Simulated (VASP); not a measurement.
# Rb (Pm-3m) in VASP: further runs

Runs on Rb. Level: PBEsol. Tasks: single point, relaxation of cell and atoms.

Program: VASP 6.6.1. These are calculated values, not measurements. Logs are shortened: lines on timing, memory, paths and dates and some standing lists are left out, and cuts for length are marked.

## 1. The cell of the first run

It takes space group Pm-3m (No. 221, cubic). Conventional cell: a = 4.547 Å, b = 4.547 Å, c = 4.547 Å, α = 90.00°, β = 90.00°, γ = 90.00°.

## 2. Single point, PBEsol

INCAR reads:

```
PREC     = Accurate       # precision mode
ENCUT    = 500            # plane-wave cutoff, eV
EDIFF    = 1E-6           # SCF threshold, eV
ISMEAR   = 0              # smearing method
SIGMA    = 0.1            # smearing width, eV
LREAL    = False          # projectors in reciprocal space
LASPH    = True           # aspherical terms in the spheres
NELM     = 120            # most SCF steps
ALGO     = Normal         # electronic algorithm
ISIF     = 2              # what is computed and relaxed
LWAVE    = False          # write WAVECAR
LCHARG   = True           # write CHGCAR
GGA      = PS             # functional
LELF     = True           # ELF
LVHAR    = True         
NBANDS   = 10             # bands
GGA_COMPAT= False
```

KPOINTS reads:

```
Automatic mesh
0
Gamma
  5 5 5
```

POSCAR reads:

```
Rb
1.0
    4.5466820075      0.0000000000      0.0000000000
    0.0000000000      4.5466820075      0.0000000000
    0.0000000000      0.0000000000      4.5466820075
Rb
1
Direct
    0.0000000000      0.0000000000      0.0000000000
```

Potentials or basis: VASP PAW PBE potentials, release 64 (Rb_sv).

Command:

```sh
$ cat potpaw_PBE.64/Rb_sv/POTCAR > POTCAR
$ mpirun -np 1 vasp_std > vasp.out
```

OUTCAR:

```text
PREC = Accurate
   ENCUT = 500
   EDIFF = 1E-6
   ISMEAR = 0
   LREAL = False
   LASPH = True
   NELM = 120
   ISIF = 2
   GGA = PS

 ion  position               nearest neighbor table
   1  0.000  0.000  0.000-

  LATTYP: Found a simple cubic cell.
 ALAT       =     4.5466820075

  Lattice vectors:

 A1 = (   4.5466820075,   0.0000000000,   0.0000000000)
 A2 = (   0.0000000000,   4.5466820075,   0.0000000000)
 A3 = (   0.0000000000,   0.0000000000,   4.5466820075)

Analysis of symmetry for initial positions (statically):
=====================================================================
 Subroutine PRICEL returns:
 Original cell was already a primitive cell.

 Routine SETGRP: Setting up the symmetry group for a
 simple cubic supercell.

 Subroutine GETGRP returns: Found 48 space group operations
 (whereof 48 operations were pure point group operations)
 out of a pool of 48 trial point group operations.

The static configuration has the point symmetry O_h .

Analysis of symmetry for dynamics (positions and initial velocities):
=====================================================================
 Subroutine PRICEL returns:
 Original cell was already a primitive cell.

 Routine SETGRP: Setting up the symmetry group for a
 simple cubic supercell.

 Subroutine GETGRP returns: Found 48 space group operations
 (whereof 48 operations were pure point group operations)
 out of a pool of 48 trial point group operations.

The dynamic configuration has the point symmetry O_h .

 Subroutine INISYM returns: Found 48 space group operations
 (whereof 48 operations are pure point group operations),
 and found     1 'primitive' translations

----------------------------------------------------------------------------------------

                                     Primitive cell

  volume of cell :      93.9905

  direct lattice vectors                    reciprocal lattice vectors
     4.546682008  0.000000000  0.000000000     0.219940607  0.000000000  0.000000000
     0.000000000  4.546682008  0.000000000     0.000000000  0.219940607  0.000000000
     0.000000000  0.000000000  4.546682008     0.000000000  0.000000000  0.219940607

  length of vectors
     4.546682008  4.546682008  4.546682008     0.219940607  0.219940607  0.219940607

  position of ions in fractional coordinates (direct lattice)
     0.000000000  0.000000000  0.000000000

  ion indices of the primitive-cell ions
   primitive index   ion index
                 1           1

----------------------------------------------------------------------------------------

 KPOINTS: Automatic mesh

Automatic generation of k-mesh.
 Grid dimensions read from file:
 generate k-points for:    5    5    5

 Generating k-lattice:

  Cartesian coordinates                     Fractional coordinates (reciprocal lattice)
     0.043988121  0.000000000  0.000000000     0.200000000  0.000000000  0.000000000
     0.000000000  0.043988121  0.000000000     0.000000000  0.200000000  0.000000000
     0.000000000  0.000000000  0.043988121     0.000000000  0.000000000  0.200000000

  Length of vectors
     0.043988121  0.043988121  0.043988121

  Shift w.r.t. Gamma in fractional coordinates (k-lattice)
     0.000000000  0.000000000  0.000000000

 Subroutine IBZKPT returns following result:
 ===========================================

 Found     10 irreducible k-points:

 Following reciprocal coordinates:
            Coordinates               Weight
  0.000000  0.000000  0.000000      1.000000
  0.200000  0.000000  0.000000      6.000000
  0.400000  0.000000  0.000000      6.000000
  0.200000  0.200000  0.000000     12.000000
  0.400000  0.200000  0.000000     24.000000
  0.400000  0.400000  0.000000     12.000000
  0.200000  0.200000  0.200000      8.000000
  0.400000  0.200000  0.200000     24.000000
  0.400000  0.400000  0.200000     24.000000
  0.400000  0.400000  0.400000      8.000000
   k-points           NKPTS =     10   k-points in BZ     NKDIM =     10   number of bands    NBANDS=     10
   number of dos      NEDOS =    301   number of ions     NIONS =      1
   total plane-waves  NPLWV =  46656
   dimension x,y,z NGX =    36 NGY =   36 NGZ =   36
   dimension x,y,z NGXF=    72 NGYF=   72 NGZF=   72
   ions per type =               1
   NGX,Y,Z   is equivalent  to a cutoff of  13.16, 13.16, 13.16 a.u.
   NGXF,Y,Z  is equivalent  to a cutoff of  26.33, 26.33, 26.33 a.u.
 SYSTEM =  unknown system
   PREC   = accura    normal or accurate (medium, high low for compatibility)
   ISTART =      0    job   : 0-new  1-cont  2-samecut
   ICHARG =      2    charge: 1-file 2-atom 10-const
   ISPIN  =      1    spin polarized calculation?
   LNONCOLLINEAR =      F non collinear calculations
   LSORBIT =      F    spin-orbit coupling
   LASPH  =      T    aspherical Exc in radial PAW
   ENCUT  =  500.0 eV  36.75 Ry    6.06 a.u.   8.29  8.29  8.29*2*pi/ulx,y,z
   NELM   =    120;   NELMIN=  2; NELMDL= -5     # of ELM steps
   EDIFF  = 0.1E-05   stopping-criterion for ELM
   LREAL  =      F    real-space projection
   EDIFFG = 0.1E-04   stopping-criterion for IOM
   NSW    =      0    number of steps for IOM
   IBRION =     -1    ionic relax: 0-MD 1-quasi-New 2-CG
   NFREE  =      0    steps in history (QN), initial steepest desc. (CG)
   ISIF   =      2    stress and relaxation
   ISYM   =      2    0-nonsym 1-usesym 2-fastsym
   POTIM  = 0.5000    time-step for ionic-motion
   TEBEG  =    0.0;   TEEND  =   0.0 temperature during run
   PSTRESS=    0.0 pullay stress
   NELECT =       9.0000    total number of electrons
   NUPDOWN=      -1.0000    fix difference up-down
   EMIN   =  10.00;   EMAX   =-10.00  energy-range for DOS
   EFERMI =   0.00;   METHOD = LEGACY
   ISMEAR =     0;   SIGMA  =   0.10  broadening in eV -4-tet -1-fermi 0-gaus
   EFERMI_NEDOS =   21; number of points for ismear=-14 and -15
   IALGO  =     38    algorithm
   IMIX   =      4    mixing-type and parameters
     AMIX     =   0.40;   BMIX     =  1.00
     AMIX_MAG =   1.60;   BMIX_MAG =  1.00
  volume/ion in A,a.u.               =      93.99       634.28
  Fermi-wavevector in a.u.,A,eV,Ry     =   0.748964  1.415337  7.632153  0.560947
  Thomas-Fermi vector in A             =   1.845374
   LORBIT       =      0    0 simple, 1 ext, 2 COOP (PROOUT), +10 PAW based schemes
   GGA     = PS    functional components
   LHFCALC =     F    Hartree Fock is set to
   AEXX    =    0.0000 exact exchange contribution
   IVDW    =     0    specifies the selected vdW correction
   LEPSILON=     F    determine dielectric tensor
   LRPA    =     F    only Hartree local field effects (RPA)
 non-spin polarized calculation
 Gauss-broadening in eV      SIGMA  =   0.10
  energy-cutoff  :      500.00
  volume of cell :       93.99
 maximum number of plane-waves:      2401
 NGX is ok and might be reduce to    36
   NGX = 17   NGY = 17   NGZ = 17

 number of electron       9.0000000 magnetization

 Free energy of the ion-electron system (eV)
  ---------------------------------------------------
  ext. energy  EPLUGINS =         0.00000000
  ---------------------------------------------------
  free energy    TOTEN  =        -0.91589517 eV

  energy without entropy =       -0.90764340  energy(sigma->0) =       -0.91176928

 E-fermi :  -0.1442     XC(G=0):  -5.4328

 val. band max:       -0.3953118814   @ k =   0.4000   0.2000   0.0000
 cond. band min:      -0.0917719462   @ k =   0.4000   0.2000   0.2000
 fundamental gap:      0.3035399352
 Fermi energy:        -0.1441659247

 k-point     1 :       0.0000    0.0000    0.0000
  band No.  band energies     occupation
      1     -29.1210      2.00000
      2     -13.1510      2.00000
      3     -13.1510      2.00000
      4     -13.1510      2.00000
      5      -2.0379      2.00000
      6       2.2205      0.00000
      7       2.2205      0.00000
      8       5.7567      0.00000
      9       5.7567      0.00000
     10       5.7568      0.00000

 k-point     2 :       0.2000    0.0000    0.0000
  band No.  band energies     occupation
      1     -29.1191      2.00000
      2     -13.2000      2.00000
      3     -13.1469      2.00000
      4     -13.1469      2.00000
      5      -1.6805      2.00000
      6       1.9483      0.00000
      7       2.3901      0.00000
      8       4.7481      0.00000
      9       4.7481      0.00000
     10       5.0340      0.00000

 k-point     3 :       0.4000    0.0000    0.0000
  band No.  band energies     occupation
      1     -29.1161      2.00000
      2     -13.2773      2.00000
      3     -13.1401      2.00000
      4     -13.1401      2.00000
      5      -0.7243      2.00000
      6       0.7398      0.00000
      7       2.7357      0.00000
      8       4.1236      0.00000
      9       4.1236      0.00000
     10       5.9084      0.00000

 k-point     4 :       0.2000    0.2000    0.0000
  band No.  band energies     occupation
      1     -29.1172      2.00000
      2     -13.1968      2.00000
      3     -13.1933      2.00000
      4     -13.1428      2.00000
      5      -1.3319      2.00000
      6       2.1518      0.00000
      7       2.1753      0.00000
      8       3.7401      0.00000
      9       4.6866      0.00000
     10       5.2920      0.00000

 k-point     5 :       0.4000    0.2000    0.0000
  band No.  band energies     occupation
      1     -29.1142      2.00000
      2     -13.2713      2.00000
      3     -13.1871      2.00000
      4     -13.1362      2.00000
      5      -0.3953      1.99962
      6       0.9411      0.00000
      7       2.6812      0.00000
      8       3.3737      0.00000
      9       4.2634      0.00000
     10       5.2683      0.00000

 k-point     6 :       0.4000    0.4000    0.0000
  band No.  band energies     occupation
      1     -29.1112      2.00000
      2     -13.2621      2.00000
      3     -13.2608      2.00000
      4     -13.1297      2.00000
      5       0.3661      0.00000
      6       1.2828      0.00000
      7       2.0741      0.00000
      8       2.7762      0.00000
      9       4.5028      0.00000
     10       4.6265      0.00000

 k-point     7 :       0.2000    0.2000    0.2000
  band No.  band energies     occupation
      1     -29.1154      2.00000
      2     -13.1936      2.00000
      3     -13.1886      2.00000
      4     -13.1886      2.00000
      5      -0.9949      2.00000
      6       2.2921      0.00000
      7       2.2921      0.00000
      8       3.2540      0.00000
      9       4.2871      0.00000
     10       4.2871      0.00000

 k-point     8 :       0.4000    0.2000    0.2000
  band No.  band energies     occupation
      1     -29.1124      2.00000
      2     -13.2654      2.00000
      3     -13.1839      2.00000
      4     -13.1809      2.00000
      5      -0.0918      0.45872
      6       1.1851      0.00000
      7       2.6676      0.00000
      8       3.3571      0.00000
      9       3.7288      0.00000
     10       4.3832      0.00000

 k-point     9 :       0.4000    0.4000    0.2000
  band No.  band energies     occupation
      1     -29.1094      2.00000
      2     -13.2564      2.00000
      3     -13.2552      2.00000
      4     -13.1749      2.00000
      5       0.6076      0.00000
      6       1.6450      0.00000
      7       2.0070      0.00000
      8       2.8825      0.00000
      9       3.9421      0.00000
     10       4.2664      0.00000

 k-point    10 :       0.4000    0.4000    0.4000
  band No.  band energies     occupation
      1     -29.1064      2.00000
      2     -13.2477      2.00000
      3     -13.2460      2.00000
      4     -13.2460      2.00000
      5       1.1727      0.00000
      6       1.8703      0.00000
      7       1.8703      0.00000
      8       3.3397      0.00000
      9       3.9504      0.00000
     10       3.9504      0.00000

------------------------ aborting loop because EDIFF is reached ----------------------------------------

  FORCE on cell =-STRESS in cart. coord.  units (eV):
  Direction    XX          YY          ZZ          XY          YZ          ZX
  --------------------------------------------------------------------------------------
  -------------------------------------------------------------------------------------
  Total        0.0016220      0.0016220      0.0016220      0.0000000      0.0000000      0.0000000
  in kB        0.0276490      0.0276490      0.0276490      0.0000000      0.0000000      0.0000000
  external PRESSURE =       0.0276490 kB  Pullay stress =       0.0000000 kB

 VOLUME and BASIS-vectors are now :
 -----------------------------------------------------------------------------
  energy-cutoff  :      500.00
  volume of cell :       93.99
      direct lattice vectors                 reciprocal lattice vectors
     4.546682008  0.000000000  0.000000000     0.219940607  0.000000000  0.000000000
     0.000000000  4.546682008  0.000000000     0.000000000  0.219940607  0.000000000
     0.000000000  0.000000000  4.546682008     0.000000000  0.000000000  0.219940607

 POSITION                                       TOTAL-FORCE (eV/Angst)
 -----------------------------------------------------------------------------------
      0.00000      0.00000      0.00000         0.000000      0.000000      0.000000
 -----------------------------------------------------------------------------------
    total drift:                                0.000000      0.000000     -0.000000

  FREE ENERGIE OF THE ION-ELECTRON SYSTEM (eV)
  ---------------------------------------------------
  free  energy   TOTEN  =        -0.9158951698 eV

  energy  without entropy=       -0.9076433971  energy(sigma->0) =       -0.91176928
```

Run time: 6.1 s. Hardware: 1 thread of Intel Xeon Platinum 8375C at 2.90GHz (Ice Lake), shared host; peak memory 0.19 GiB.

Results:

| Item | Value |
| --- | --- |
| Free energy | -0.9159 eV |
| Pressure | 0.0 GPa |

Caveat: the PAW data sets were made with another functional, which shifts forces and pressure a little.

[end of part 1 of 2]
